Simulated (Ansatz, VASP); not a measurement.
## ScBr: VASP beside Ansatz

INCAR

```
PREC = Accurate
ENCUT = 600
EDIFF = 1E-7
ISMEAR = 0
SIGMA = 0.1
LREAL = False
LASPH = True
NELM = 60
ALGO = Normal
ISIF = 3
LWAVE = False
LCHARG = False
GGA = PE
IBRION = 2
NSW = 100
EDIFFG = -0.01
```

The input KPOINTS:

```
regular mesh
0
Gamma
  18 18 14
```

POSCAR

```
ScBr
1.0
    3.4984920650      0.0000000000      0.0000000000
   -1.7492460325      3.0297830032      0.0000000000
    0.0000000000      0.0000000000      4.0188734050
Sc Br
1 1
Direct
    0.6666666667      0.3333333333      0.0000000000
    0.0000000000      0.0000000000      0.5000000000
```

Input for Ansatz:

```yaml
crystal:
  lattice:
    - [3.498492065, 0.0, 0.0]
    - [-1.7492460325, 3.0297830032, 0.0]
    - [0.0, 0.0, 4.018873405]
  atoms:
    - { symbol: Sc, position: [0.6666666667, 0.3333333333, 0.0] }
    - { symbol: Br, position: [0.0, 0.0, 0.5] }
basis:
  ecutwfc: 420
kpoints:
  mp_grid: { grid: [18, 18, 14] }
hamiltonian:
  xc: pbe
scf:
  occupations: { method: gaussian, width: 0.1 }
output:
  forces: true
  stress: true
  eigenvalues: true
relax:
  adjacent_minimum: "off"
  f_tol: 0.01
  max_steps: 80
  cell: { stress_tol: 0.05 }
```

Alike in both runs: task relaxation of cell and atoms; functional PBE; k mesh 18 × 18 × 14; occupations gaussian, width 0.1 eV; no spin polarisation.

|  | VASP | Ansatz |
| --- | --- | --- |
| version | VASP 6.6.1 | Ansatz 0.2.0 |
| potentials or method | VASP PAW PBE potentials, release 64 (Sc_sv, Br), cutoff 600 eV | scalar-relativistic, plane waves, PAW |
| valence electrons in the cell | 18 | 18 |

VASP gave:

```
gap on the k mesh at the Fermi level, each at its own relaxed structure (eV) : none
relaxed volume (Å³/atom)                                                     : 21.36
relaxed length of the cell vector where the two differ most in proportion (Å)              : 4.026
```

Question: What did Ansatz give for the same quantities?

Answer: gap on the k mesh at the Fermi level, each at its own relaxed structure (eV): none; relaxed volume (Å³/atom): 21.30; relaxed length of the cell vector where the two differ most in proportion (Å): 4.019.

A gap of «none» marks a metal or a gap that the smearing closes.
